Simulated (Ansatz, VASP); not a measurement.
# Two plane-wave programs on SiGe3

The input INCAR:

```
PREC     = Accurate       # precision mode
ENCUT    = 500            # plane-wave cutoff, eV
EDIFF    = 1E-6           # SCF threshold, eV
ISMEAR   = 0              # smearing method
SIGMA    = 0.1            # smearing width, eV
LREAL    = False          # projectors in reciprocal space
LASPH    = True           # aspherical terms in the spheres
NELM     = 120            # most SCF steps
ALGO     = Normal         # electronic algorithm
ISIF     = 2              # what is computed and relaxed
LWAVE    = False          # write WAVECAR
LCHARG   = False          # write CHGCAR
GGA      = PE             # functional
NBANDS   = 31             # bands
GGA_COMPAT= False
```

KPOINTS

```
Automatic mesh
0
Gamma
  4 4 4
```

Contents of POSCAR:

```
SiGe3
1.0
    4.0214652127      0.0000000000      0.0000000000
    0.0000000000      4.0214652127      0.0000000000
    0.0000000000      0.0000000000      5.6131447171
Si Ge
1 3
Direct
    0.0000000000      0.0000000000      0.0000000000
    0.5000000000      0.5000000000      0.5000000000
    0.5000000000      0.0000000000      0.7575423869
    0.0000000000      0.5000000000      0.2424576131
```

Input for Ansatz:

```yaml
crystal:
  lattice:
    - [4.0214652127, 0.0, 0.0]
    - [0.0, 4.0214652127, 0.0]
    - [0.0, 0.0, 5.6131447171]
  atoms:
    - { symbol: Si, position: [0.0, 0.0, 0.0] }
    - { symbol: Ge, position: [0.5, 0.5, 0.5] }
    - { symbol: Ge, position: [0.5, 0.0, 0.7575423869] }
    - { symbol: Ge, position: [0.0, 0.5, 0.2424576131] }
basis:
  ecutwfc: 420
kpoints:
  mp_grid: { grid: [4, 4, 4] }
hamiltonian:
  xc: pbe
scf:
  occupations: { method: gaussian, width: 0.1 }
  lower_state_search: "off"
output:
  forces: true
  stress: true
  eigenvalues: true
```

Alike in both runs: task single point; functional PBE; k mesh 4 × 4 × 4; occupations gaussian, width 0.1 eV; no spin polarisation.

|  | VASP | Ansatz |
| --- | --- | --- |
| version | VASP 6.6.1 | Ansatz 0.2.0 |
| potentials or method | VASP PAW PBE potentials, release 64 (Si, Ge_d), cutoff 500 eV | scalar-relativistic, plane waves, PAW |
| valence electrons in the cell | 46 | 46 |

|  | VASP | Ansatz | Ansatz less VASP |
| --- | --- | --- | --- |
| gap on the k mesh at the Fermi level (eV) | 0.20 | 0.20 | -0.004 |
| least direct gap on the mesh (eV) | 0.49 | 0.48 | -0.005 |
| pressure (GPa) | 0.4 | 0.5 | +0.08 |
| traceless stress, the component that is largest in VASP (GPa) | -0.34 | -0.35 | -0.006 |
| rms of the force components (eV/Å) | 0.025 | 0.026 | +0.0012 |

Atom by atom the forces differ by 0.001 eV/Å (rms over components).
